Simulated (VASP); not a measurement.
Crystal: Cu.

```xyz
3
Lattice="4.2199 0.0000 0.0000 -2.1100 3.6546 0.0000 0.0000 0.0000 2.5870" Properties=species:S:1:pos:R:3 pbc="T T T"
Cu    0.0000    0.0000    0.0000
Cu    0.0000    2.4364    1.2935
Cu    2.1100    1.2182    1.2935
```

This isn't the form of Cu at room conditions, which is fcc.

| Quantity | Value |
| --- | --- |
| Program | VASP 6.6.1 |
| Task | relaxation of cell and atoms |
| Functional | PBE |
| Potentials or basis | VASP PAW PBE potentials, release 64 (Cu_sv_GW) |
| Cutoff | 820 eV |
| k mesh | 6 × 6 × 6 |
| Occupations | gaussian, width 0.1 eV |
| Spin | no spin polarisation |

At the start: pressure -10.7 GPa; volume 13.30 Å³/atom.

Question: Where does the relaxation end?

Answer: Over 7 steps the energy falls by 47.9 meV/atom and the volume is 12.17 Å³/atom (-8.5 %); space group P6/mmm (No. 191, to 0.1 Å) before and after.

The path:
| step | energy change (eV) | largest force (eV/Å) | pressure (GPa) | volume (Å³) |
| --- | --- | --- | --- | --- |
| 1 | 0.0000 | 0.0000 | -10.67 | 39.90 |
| 2 | -0.1133 | 0.0000 | 6.25 | 34.99 |
| 3 | -0.1366 | 0.0000 | 0.23 | 36.31 |
| 4 | -0.1365 | 0.0000 | 0.70 | 36.24 |
| 5 | -0.1429 | 0.0000 | 0.61 | 36.27 |
| 6 | -0.1434 | 0.0000 | 0.56 | 36.28 |
| 7 | -0.1437 | 0.0000 | -0.39 | 36.50 |

Final structure:
```xyz
3
Lattice="4.1461 0.0000 0.0000 -2.0731 3.5906 0.0000 0.0000 0.0000 2.4519" Properties=species:S:1:pos:R:3 pbc="T T T"
Cu    0.0000    0.0000    0.0000
Cu    0.0000    2.3938    1.2260
Cu    2.0731    1.1969    1.2260
```

Caveat: the k points lie up to 0.43 Å⁻¹ apart in the final cell, too coarse for converged energies and pressures of a metal.
